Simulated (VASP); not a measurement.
A run of VASP 6.6.1 is set up as follows.

INCAR

```
SYSTEM = W3S
ALGO = Normal
DIPOL = 0.5 0.5 0.367
EDIFF = 1E-6
ENCUT = 520
GGA = PE
IDIPOL = 3
ISIF = 2
ISMEAR = 0
LASPH = .TRUE.
LCHARG = .FALSE.
LDIPOL = .TRUE.
LREAL = .FALSE.
LWAVE = .FALSE.
NBANDS = 32
NELM = 60
PREC = Accurate
SIGMA = 0.1
```

Contents of KPOINTS:

```
k-points
0
G
  9 9 1
  0 0 0
```

Contents of POSCAR:

```
W3S
1.0
    2.8547213223      0.0000000000      0.0000000000
   -1.4273606611      2.4722611858      0.0000000000
    0.0000000000      0.0000000000     20.1973423488
W S
3 1
Direct
    0.6666666667      0.3333333333      0.1980458583
    0.3333333333      0.6666666666      0.3143385345
    0.0000000000      0.0000000000      0.4306181575
    0.0000000000      0.5000000000      0.5242773656
```

Potentials or basis: VASP PAW PBE potentials, release 64 (W_sv, S).

The run is started by

```sh
$ cat potpaw_PBE.64/W_sv/POTCAR potpaw_PBE.64/S/POTCAR > POTCAR
$ mpirun -np 1 vasp_std > vasp.out
```

Question: Estimate the largest force.

Answer: 0.280 eV/Å.

Question: What does it give for the band gap on the k mesh?

Answer: Zero (band 24 reaches 2.44 eV, above the bottom of band 25 at 1.73 eV).

Forces on the atoms (eV/Å):
```
W    0.015  0.009 -0.115
W    0.096  0.056  0.072
W   -0.241 -0.139  0.021
S    0.130  0.075  0.022
```

Caveat: spin-orbit coupling is left out, which moves the levels of the heavy elements.
